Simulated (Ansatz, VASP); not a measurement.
## One calculation of SnO2, two programs

Contents of INCAR:

```
PREC     = Accurate       # precision mode
ENCUT    = 520            # plane-wave cutoff, eV
EDIFF    = 1E-6           # SCF threshold, eV
ISMEAR   = 0              # smearing method
SIGMA    = 0.05           # smearing width, eV
LREAL    = F              # projectors in reciprocal space
LASPH    = T              # aspherical terms in the spheres
NELM     = 80             # most SCF steps
ALGO     = Normal         # electronic algorithm
ISIF     = 2              # what is computed and relaxed
LWAVE    = F              # write WAVECAR
LCHARG   = F              # write CHGCAR
GGA      = PS             # functional
NBANDS   = 64             # bands
```

File KPOINTS:

```
Automatic mesh
0
Gamma
  6 6 6
```

File POSCAR:

```
SnO2
1.0
    3.1396154523      1.8126578266      4.0628717030
   -3.1396154523      1.8126578266      4.0628717030
    0.0000000000     -3.6253156530      4.0628717030
Sn O
4 8
Direct
    0.8646807174      0.8646807174      0.8646807174
    0.3648245829      0.3648245829      0.8648190111
    0.3648245829      0.8648190111      0.3648245829
    0.8648190111      0.3648245829      0.3648245829
    0.1235003534      0.6233501671      0.6233501671
    0.6233501671      0.1235003534      0.6233501671
    0.6233501671      0.6233501671      0.1235003534
    0.6062113146      0.6062113146      0.6062113146
    0.1234715296      0.1234715296      0.1234715296
    0.1060883083      0.1060883083      0.6062369573
    0.1060883083      0.6062369573      0.1060883083
    0.6062369573      0.1060883083      0.1060883083
```

Input for Ansatz:

```yaml
crystal:
  lattice:
    - [3.1396154523, 1.8126578266, 4.062871703]
    - [-3.1396154523, 1.8126578266, 4.062871703]
    - [0.0, -3.625315653, 4.062871703]
  atoms:
    - { symbol: Sn, position: [0.8646807174, 0.8646807174, 0.8646807174] }
    - { symbol: Sn, position: [0.3648245829, 0.3648245829, 0.8648190111] }
    - { symbol: Sn, position: [0.3648245829, 0.8648190111, 0.3648245829] }
    - { symbol: Sn, position: [0.8648190111, 0.3648245829, 0.3648245829] }
    - { symbol: O, position: [0.1235003534, 0.6233501671, 0.6233501671] }
    - { symbol: O, position: [0.6233501671, 0.1235003534, 0.6233501671] }
    - { symbol: O, position: [0.6233501671, 0.6233501671, 0.1235003534] }
    - { symbol: O, position: [0.6062113146, 0.6062113146, 0.6062113146] }
    - { symbol: O, position: [0.1234715296, 0.1234715296, 0.1234715296] }
    - { symbol: O, position: [0.1060883083, 0.1060883083, 0.6062369573] }
    - { symbol: O, position: [0.1060883083, 0.6062369573, 0.1060883083] }
    - { symbol: O, position: [0.6062369573, 0.1060883083, 0.1060883083] }
basis:
  ecutwfc: 520.0
kpoints:
  mp_grid: { grid: [6, 6, 6] }
hamiltonian:
  xc: pbesol
  pseudopotentials: { kind: paw, azcp: { folder: soft_1 } }
scf:
  occupations: { method: gaussian, width: 0.05 }
output:
  forces: true
  stress: true
  eigenvalues: true
```

Alike in both runs: task single point; functional PBEsol; k mesh 6 × 6 × 6; occupations gaussian, width 0.05 eV; no spin polarisation.

|  | VASP | Ansatz |
| --- | --- | --- |
| version | VASP 6.6.1 | Ansatz 0.2.0 |
| potentials or method | VASP PAW PBE potentials, release 64 (Sn_d, O), cutoff 520 eV | scalar-relativistic, plane waves, PAW |
| valence electrons in the cell | 104 | 104 |

```csv
,VASP,Ansatz,Ansatz less VASP
gap on the k mesh at the Fermi level (eV),2.36,2.37,+0.013
least direct gap on the mesh (eV),2.36,2.37,+0.013
pressure (GPa),24.0,22.9,-1.14
"traceless stress, the component that is largest in VASP (GPa)",-6.96,-6.20,+0.760
rms of the force components (eV/Å),0.811,0.773,-0.0378
```

VASP's potentials were made for PBE, not for PBEsol, and Ansatz warns of the same on its side. Atom by atom the forces differ by 0.038 eV/Å (rms over components).
